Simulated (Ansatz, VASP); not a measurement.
## Two plane-wave programs on HfO2

The input POSCAR:

```
HfO2
1.0
    3.5768243321      0.0000000000      0.0000000000
    0.0000000000      3.5768243321      0.0000000000
    0.0000000000      0.0000000000      5.2026739521
Hf O
2 4
Direct
    0.5000000000      0.5000000000      0.5068915545
    0.0000000000      0.0000000000      0.0068915545
    0.0000000000      0.5000000000      0.6577217637
    0.5000000000      0.0000000000      0.7653946945
    0.5000000000      0.0000000000      0.2653946945
    0.0000000000      0.5000000000      0.1577217637
```

INCAR.step1

```
PREC = Accurate
ENCUT = 520
ISMEAR = 0
SIGMA = 0.05
LREAL = F
LASPH = T
NELM = 60
NBANDS = 31
GGA = PE
ALGO = Normal
EDIFF = 1E-4
LWAVE = T
LCHARG = F
```

The input INCAR.step2:

```
PREC = Accurate
ENCUT = 520
EDIFF = 1E-7
ISMEAR = 0
SIGMA = 0.05
LREAL = F
LASPH = T
NELM = 60
ALGO = Normal
ISIF = 2
LWAVE = F
LCHARG = F
METAGGA = R2SCAN
LMIXTAU = T
NBANDS = 31
ISTART = 1
```

File KPOINTS:

```
Automatic mesh
0
Gamma
  6 6 6
```

Input for Ansatz:

```yaml
crystal:
  lattice:
    - [3.5768243321, 0.0, 0.0]
    - [0.0, 3.5768243321, 0.0]
    - [0.0, 0.0, 5.2026739521]
  atoms:
    - { symbol: Hf, position: [0.5, 0.5, 0.5068915545] }
    - { symbol: Hf, position: [0.0, 0.0, 0.0068915545] }
    - { symbol: O, position: [0.0, 0.5, 0.6577217637] }
    - { symbol: O, position: [0.5, 0.0, 0.7653946945] }
    - { symbol: O, position: [0.5, 0.0, 0.2653946945] }
    - { symbol: O, position: [0.0, 0.5, 0.1577217637] }
basis:
  ecutwfc: 500
kpoints:
  mp_grid: { grid: [6, 6, 6] }
hamiltonian:
  xc: r2scan
scf:
  occupations: { method: gaussian, width: 0.05 }
output:
  forces: true
  stress: true
  eigenvalues: true
```

Change from the starting cell: mode 10 (318.6 1/cm) frozen in, largest displacement -0.200 Å.

Alike in both runs: task single point; functional r2SCAN; k mesh 6 × 6 × 6; occupations gaussian, width 0.05 eV; no spin polarisation.

|  | VASP | Ansatz |
| --- | --- | --- |
| version | VASP 6.6.1 | Ansatz 0.2.0 |
| potentials or method | VASP PAW PBE potentials, release 64 (Hf_pv, O), cutoff 520 eV | scalar-relativistic, plane waves, PAW |
| valence electrons in the cell | 44 | 76 |

Ansatz gave:

- gap on the k mesh at the Fermi level (eV): 5.13
- least direct gap on the mesh (eV): 5.13
- pressure (GPa): 5.9
- traceless stress, the component that is largest in VASP (GPa): -2.09
- rms of the force components (eV/Å): 0.950

Q: Which values does VASP return?

A: gap on the k mesh at the Fermi level (eV): 5.11; least direct gap on the mesh (eV): 5.14; pressure (GPa): 2.5; traceless stress, the component that is largest in VASP (GPa): -1.85; rms of the force components (eV/Å): 0.915.

VASP's potentials were made for PBE, not for r2SCAN. Atom by atom the forces differ by 0.042 eV/Å (rms over components). VASP's potentials hold 44 valence electrons a cell and Ansatz's 76, so a difference there can come from the potentials and not from the codes.

Spin-orbit coupling is off throughout.
